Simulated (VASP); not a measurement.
# WS2 (P6_3/mmc) in VASP: notebook

Runs on WS2. Level: PBE+D3(BJ). Tasks: single point.

Program: VASP 6.6.1. These are calculated values, not measurements. Logs are shortened: lines on timing, memory, paths and dates and some standing lists are left out, and cuts for length are marked.

### Step 1. The cell of the first run

The structure is hexagonal, space group P6_3/mmc (No. 194). Conventional cell: a = 3.154 Å, b = 3.154 Å, c = 12.140 Å, α = 90.00°, β = 90.00°, γ = 120.00°. W (site symmetry -6m2) has 6 S at 2.41 Å and 6 W at 3.15 Å within 3.2 Å. Within 3.2 Å of S (site symmetry 3m) lie 3 W at 2.41 Å and 7 S at 3.15 Å.

### Step 2. Single point, PBE+D3(BJ)

File INCAR:

```
SYSTEM = WS2
ALGO = Normal
EDIFF = 1E-6
ENCUT = 520
GGA = PE
ISIF = 2
ISMEAR = 0
IVDW = 12
LASPH = .True.
LCHARG = .False.
LREAL = .False.
LWAVE = .False.
NBANDS = 35
NELM = 80
PREC = Accurate
SIGMA = 0.02
```

File KPOINTS:

```
k-points
0
Gamma
  12 12 4
  0 0 0
```

File POSCAR:

```
WS2
1.0
    3.1542063849      0.0000000000      0.0000000000
   -1.5771031925      2.7316228581      0.0000000000
    0.0000000000      0.0000000000     12.1399044192
W S
2 4
Direct
    0.3333333333      0.6666666667      0.2500000000
    0.6666666667      0.3333333333      0.7500000000
    0.3333333333      0.6666666667      0.6202873773
    0.6666666667      0.3333333333      0.1202873773
    0.3333333333      0.6666666667      0.8797126227
    0.6666666667      0.3333333333      0.3797126227
```

Potentials or basis: VASP PAW PBE potentials, release 64 (W_sv, S).

Started as:

```bash
$ cat potpaw_PBE.64/W_sv/POTCAR potpaw_PBE.64/S/POTCAR > POTCAR
$ mpirun -np 1 vasp_std > vasp.out
```

OUTCAR:

```text
SYSTEM = WS2
   EDIFF = 1E-6
   ENCUT = 520
   GGA = PE
   ISIF = 2
   ISMEAR = 0
   IVDW = 12
   LASPH = .True.
   LREAL = .False.
   NELM = 80
   PREC = Accurate
 IVDW          = 12

 ion  position               nearest neighbor table
   1  0.333  0.667  0.250-   4 2.41   6 2.41   4 2.41   6 2.41   4 2.41   6 2.41
   2  0.667  0.333  0.750-   3 2.41   5 2.41   3 2.41   5 2.41   3 2.41   5 2.41
   3  0.333  0.667  0.620-   2 2.41   2 2.41   2 2.41
   4  0.667  0.333  0.120-   1 2.41   1 2.41   1 2.41
   5  0.333  0.667  0.880-   2 2.41   2 2.41   2 2.41
   6  0.667  0.333  0.380-   1 2.41   1 2.41   1 2.41

  LATTYP: Found a hexagonal cell.
 ALAT       =     3.1542063849
 C/A-ratio  =     3.8487983784

  Lattice vectors:

 A1 = (   3.1542063849,   0.0000000000,   0.0000000000)
 A2 = (  -1.5771031925,   2.7316228581,   0.0000000000)
 A3 = (   0.0000000000,   0.0000000000,  12.1399044192)

Analysis of symmetry for initial positions (statically):
=====================================================================
 Subroutine PRICEL returns:
 Original cell was already a primitive cell.

 Routine SETGRP: Setting up the symmetry group for a
 hexagonal supercell.

 Subroutine GETGRP returns: Found 24 space group operations
 (whereof 12 operations were pure point group operations)
 out of a pool of 24 trial point group operations.

The static configuration has the point symmetry D_3d.
 The point group associated with its full space group is D_6h.

Analysis of symmetry for dynamics (positions and initial velocities):
=====================================================================
 Subroutine PRICEL returns:
 Original cell was already a primitive cell.

 Routine SETGRP: Setting up the symmetry group for a
 hexagonal supercell.

 Subroutine GETGRP returns: Found 24 space group operations
 (whereof 12 operations were pure point group operations)
 out of a pool of 24 trial point group operations.

The dynamic configuration has the point symmetry D_3d.
 The point group associated with its full space group is D_6h.

 Subroutine INISYM returns: Found 24 space group operations
 (whereof 12 operations are pure point group operations),
 and found     1 'primitive' translations

----------------------------------------------------------------------------------------

[... 94 lines left out ...]
   ISPIN  =      1    spin polarized calculation?
   LNONCOLLINEAR =      F non collinear calculations
   LSORBIT =      F    spin-orbit coupling
   LASPH  =      T    aspherical Exc in radial PAW
   ENCUT  =  520.0 eV  38.22 Ry    6.18 a.u.   5.86  5.86 22.57*2*pi/ulx,y,z
   NELM   =     80;   NELMIN=  2; NELMDL= -5     # of ELM steps
   EDIFF  = 0.1E-05   stopping-criterion for ELM
   LREAL  =      F    real-space projection
[... 7 lines left out ...]
   TEBEG  =    0.0;   TEEND  =   0.0 temperature during run
   PSTRESS=    0.0 pullay stress
   NELECT =      52.0000    total number of electrons
   NUPDOWN=      -1.0000    fix difference up-down
   EMIN   =  10.00;   EMAX   =-10.00  energy-range for DOS
   EFERMI =   0.00;   METHOD = LEGACY
   ISMEAR =     0;   SIGMA  =   0.02  broadening in eV -4-tet -1-fermi 0-gaus
   EFERMI_NEDOS =   21; number of points for ismear=-14 and -15
   IALGO  =     38    algorithm
   IMIX   =      4    mixing-type and parameters
     AMIX     =   0.40;   BMIX     =  1.00
     AMIX_MAG =   1.60;   BMIX_MAG =  1.00
  volume/ion in A,a.u.               =      17.43       117.64
  Fermi-wavevector in a.u.,A,eV,Ry     =   1.296882  2.450752 22.883690  1.681904
  Thomas-Fermi vector in A             =   2.428310
   LORBIT       =      0    0 simple, 1 ext, 2 COOP (PROOUT), +10 PAW based schemes
   GGA     = PE    functional components
   LHFCALC =     F    Hartree Fock is set to
   AEXX    =    0.0000 exact exchange contribution
   IVDW    =    12    specifies the selected vdW correction
   LEPSILON=     F    determine dielectric tensor
   LRPA    =     F    only Hartree local field effects (RPA)
 non-spin polarized calculation
 Gauss-broadening in eV      SIGMA  =   0.02
  energy-cutoff  :      520.00
  volume of cell :      104.60
 maximum number of plane-waves:      2841
 NGX is ok and might be reduce to    24
   NGX = 11   NGY = 11   NGZ = 45

 number of electron      51.9999998 magnetization

 Free energy of the ion-electron system (eV)
  ---------------------------------------------------
  ext. energy  EPLUGINS =         0.00000000
  ---------------------------------------------------
  free energy    TOTEN  =       -47.18918384 eV

  energy without entropy =      -47.18918384  energy(sigma->0) =      -47.18918384

 E-fermi :   7.9222     XC(G=0): -11.0786

 val. band max:        7.7313727128   @ k =   0.0000   0.0000   0.0000
 cond. band min:       8.6375502275   @ k =   0.1667   0.1667   0.0000
 fundamental gap:      0.9061775147
 Fermi energy:         7.9222480843

 k-point     1 :       0.0000    0.0000    0.0000
  band No.  band energies     occupation
      1     -66.9189      2.00000
      2     -66.9189      2.00000
      3     -31.1763      2.00000
      4     -31.1762      2.00000
      5     -30.9984      2.00000
      6     -30.9984      2.00000
[... 901 lines left out ...]
     34      11.7299      0.00000
     35      13.4712      0.00000

 [... further k-points ...]

------------------------ aborting loop because EDIFF is reached ----------------------------------------

 Edisp (eV)   -2.61078

 E8    (eV) :    -1.0972

  FORCE on cell =-STRESS in cart. coord.  units (eV):
  Direction    XX          YY          ZZ          XY          YZ          ZX
  --------------------------------------------------------------------------------------
  -------------------------------------------------------------------------------------
  Total      -0.03135    -0.03135    -0.02586     0.00000    -0.00000     0.00000
  in kB      -0.48018    -0.48018    -0.39617     0.00000    -0.00000     0.00000
  external pressure =       -0.45 kB  Pullay stress =        0.00 kB

 VOLUME and BASIS-vectors are now :
 -----------------------------------------------------------------------------
  energy-cutoff  :      520.00
  volume of cell :      104.60
      direct lattice vectors                 reciprocal lattice vectors
     3.154206385  0.000000000  0.000000000     0.317036959  0.183041374  0.000000000
    -1.577103193  2.731622858  0.000000000     0.000000000  0.366082747  0.000000000
     0.000000000  0.000000000 12.139904419     0.000000000  0.000000000  0.082372971

 POSITION                                       TOTAL-FORCE (eV/Angst)
 -----------------------------------------------------------------------------------
     -0.00000      1.82108      3.03498        -0.000000      0.000000      0.000000
      1.57710      0.91054      9.10493         0.000000      0.000000      0.000000
     -0.00000      1.82108      7.53023         0.000000     -0.000000     -0.001649
      1.57710      0.91054      1.46028        -0.000000      0.000000     -0.001649
     -0.00000      1.82108     10.67963         0.000000     -0.000000      0.001649
      1.57710      0.91054      4.60967         0.000000      0.000000      0.001649
 -----------------------------------------------------------------------------------
    total drift:                                0.000000     -0.000000      0.000000

  FREE ENERGIE OF THE ION-ELECTRON SYSTEM (eV)
  ---------------------------------------------------
  free  energy   TOTEN  =       -49.7999645051 eV

  energy  without entropy=      -49.7999645051  energy(sigma->0) =      -49.79996451
```

It took 2.5 min on 1 thread of Intel Xeon Platinum 8259CL at 2.50GHz (Skylake/Cascade Lake), shared host; peak memory 0.33 GiB.

What came out:

```
Free energy                : -49.8000 eV
Pressure                   : 0.0 GPa
Band gap on the k mesh     : 0.91 eV (least direct gap 1.83 eV)
Dispersion energy per atom : -0.435 eV
```

Caveat: spin-orbit coupling is left out, which moves the levels of the heavy elements. A k mesh can miss the band edges.

### Step 3. Single point, PBE+D3(BJ)

INCAR is that of step 2.

KPOINTS is that of step 2.

File POSCAR:

```
WS2
1.0
    3.1542063715      0.0000000000      0.0000000000
   -1.5771031858      2.7316228465      0.0000000000
    0.0000000000      0.0000000000     12.1399020441
W S
2 4
Direct
    0.3333333333      0.6666666667      0.2500000000
    0.6666666667      0.3333333333      0.7500000000
    0.3333333333      0.6666666667      0.6202873554
    0.6666666667      0.3333333333      0.1202873554
    0.3333333333      0.6666666667      0.8797126446
    0.6666666667      0.3333333333      0.3797126446
```

Potentials or basis: VASP PAW PBE potentials, release 64 (W_sv, S).

Started as:

```bash
$ cat potpaw_PBE.64/W_sv/POTCAR potpaw_PBE.64/S/POTCAR > POTCAR
$ mpirun -np 1 vasp_std > vasp.out
```

OUTCAR:

```text
SYSTEM = WS2
   EDIFF = 1E-6
   ENCUT = 520
   GGA = PE
   ISIF = 2
   ISMEAR = 0
   IVDW = 12
   LASPH = .True.
   LREAL = .False.
   NELM = 80
   PREC = Accurate
 IVDW          = 12

 ion  position               nearest neighbor table
   1  0.333  0.667  0.250-   4 2.41   6 2.41   4 2.41   6 2.41   4 2.41   6 2.41
   2  0.667  0.333  0.750-   3 2.41   5 2.41   3 2.41   5 2.41   3 2.41   5 2.41
   3  0.333  0.667  0.620-   2 2.41   2 2.41   2 2.41
   4  0.667  0.333  0.120-   1 2.41   1 2.41   1 2.41
   5  0.333  0.667  0.880-   2 2.41   2 2.41   2 2.41
   6  0.667  0.333  0.380-   1 2.41   1 2.41   1 2.41

  LATTYP: Found a hexagonal cell.
 ALAT       =     3.1542063715
 C/A-ratio  =     3.8487976417

  Lattice vectors:

 A1 = (   3.1542063715,   0.0000000000,   0.0000000000)
 A2 = (  -1.5771031858,   2.7316228465,   0.0000000000)
 A3 = (   0.0000000000,   0.0000000000,  12.1399020441)

Analysis of symmetry for initial positions (statically):
=====================================================================
 Subroutine PRICEL returns:
 Original cell was already a primitive cell.

 Routine SETGRP: Setting up the symmetry group for a
 hexagonal supercell.

 Subroutine GETGRP returns: Found 24 space group operations
 (whereof 12 operations were pure point group operations)
 out of a pool of 24 trial point group operations.

The static configuration has the point symmetry D_3d.
 The point group associated with its full space group is D_6h.

Analysis of symmetry for dynamics (positions and initial velocities):
=====================================================================
 Subroutine PRICEL returns:
 Original cell was already a primitive cell.

 Routine SETGRP: Setting up the symmetry group for a
 hexagonal supercell.

[... 131 lines left out ...]
   IMIX   =      4    mixing-type and parameters
     AMIX     =   0.40;   BMIX     =  1.00
     AMIX_MAG =   1.60;   BMIX_MAG =  1.00
  volume/ion in A,a.u.               =      17.43       117.64
  Fermi-wavevector in a.u.,A,eV,Ry     =   1.296882  2.450752 22.883693  1.681904
  Thomas-Fermi vector in A             =   2.428310
   LORBIT       =      0    0 simple, 1 ext, 2 COOP (PROOUT), +10 PAW based schemes
   GGA     = PE    functional components
   LHFCALC =     F    Hartree Fock is set to
   AEXX    =    0.0000 exact exchange contribution
   IVDW    =    12    specifies the selected vdW correction
   LEPSILON=     F    determine dielectric tensor
   LRPA    =     F    only Hartree local field effects (RPA)
 non-spin polarized calculation
 Gauss-broadening in eV      SIGMA  =   0.02
  energy-cutoff  :      520.00
  volume of cell :      104.60
 maximum number of plane-waves:      2841
 NGX is ok and might be reduce to    24
   NGX = 11   NGY = 11   NGZ = 45

 number of electron      51.9999998 magnetization

 Free energy of the ion-electron system (eV)
  ---------------------------------------------------
  ext. energy  EPLUGINS =         0.00000000
  ---------------------------------------------------
  free energy    TOTEN  =       -47.18918327 eV

  energy without entropy =      -47.18918327  energy(sigma->0) =      -47.18918327

 E-fermi :   7.9223     XC(G=0): -11.0786

 val. band max:        7.7313762306   @ k =   0.0000   0.0000   0.0000
 cond. band min:       8.6375526958   @ k =   0.1667   0.1667   0.0000
 fundamental gap:      0.9061764652
 Fermi energy:         7.9222506596

 k-point     1 :       0.0000    0.0000    0.0000
  band No.  band energies     occupation
      1     -66.9189      2.00000
      2     -66.9189      2.00000
      3     -31.1763      2.00000
      4     -31.1762      2.00000
      5     -30.9984      2.00000
      6     -30.9984      2.00000
[... 901 lines left out ...]
     34      11.7299      0.00000
     35      13.4712      0.00000

 [... further k-points ...]

------------------------ aborting loop because EDIFF is reached ----------------------------------------

 Edisp (eV)   -2.61078

 E8    (eV) :    -1.0972

  FORCE on cell =-STRESS in cart. coord.  units (eV):
  Direction    XX          YY          ZZ          XY          YZ          ZX
  --------------------------------------------------------------------------------------
  -------------------------------------------------------------------------------------
  Total      -0.03135    -0.03135    -0.02585     0.00000     0.00000     0.00000
  in kB      -0.48014    -0.48014    -0.39601     0.00000     0.00000     0.00000
  external pressure =       -0.45 kB  Pullay stress =        0.00 kB

 VOLUME and BASIS-vectors are now :
 -----------------------------------------------------------------------------
  energy-cutoff  :      520.00
  volume of cell :      104.60
      direct lattice vectors                 reciprocal lattice vectors
     3.154206371  0.000000000  0.000000000     0.317036960  0.183041374  0.000000000
    -1.577103186  2.731622847  0.000000000     0.000000000  0.366082749  0.000000000
     0.000000000  0.000000000 12.139902044     0.000000000  0.000000000  0.082372988

 POSITION                                       TOTAL-FORCE (eV/Angst)
 -----------------------------------------------------------------------------------
     -0.00000      1.82108      3.03498        -0.000000      0.000000      0.000000
      1.57710      0.91054      9.10493         0.000000     -0.000000      0.000000
     -0.00000      1.82108      7.53023        -0.000000     -0.000000     -0.001649
      1.57710      0.91054      1.46028         0.000000     -0.000000     -0.001649
     -0.00000      1.82108     10.67963        -0.000000      0.000000      0.001649
      1.57710      0.91054      4.60967        -0.000000     -0.000000      0.001649
 -----------------------------------------------------------------------------------
    total drift:                               -0.000000      0.000000     -0.000000

  FREE ENERGIE OF THE ION-ELECTRON SYSTEM (eV)
  ---------------------------------------------------
  free  energy   TOTEN  =       -49.7999645132 eV

  energy  without entropy=      -49.7999645132  energy(sigma->0) =      -49.79996451
```

stdout:

```text
POSCAR found type information on POSCAR W S
 POSCAR found :  2 types and       6 ions
 scaLAPACK will be used
 LDA part: xc-table for (Slater+PW92), standard interpolation
 POSCAR, INCAR and KPOINTS ok, starting setup
 FFT: planning ... GRIDC
 FFT: planning ... GRID_SOFT
 FFT: planning ... GRID
 WAVECAR not read
 entering main loop
```

Wall time 4.7 min (1 thread of AMD EPYC 7R13, shared host); peak memory 0.3 GiB.

What came out:

```
Free energy                : -49.8000 eV
Pressure                   : 0.0 GPa
Band gap on the k mesh     : 0.91 eV (least direct gap 1.83 eV)
Dispersion energy per atom : -0.435 eV
```

Caveat: spin-orbit coupling is left out, which moves the levels of the heavy elements. A k mesh can miss the band edges.
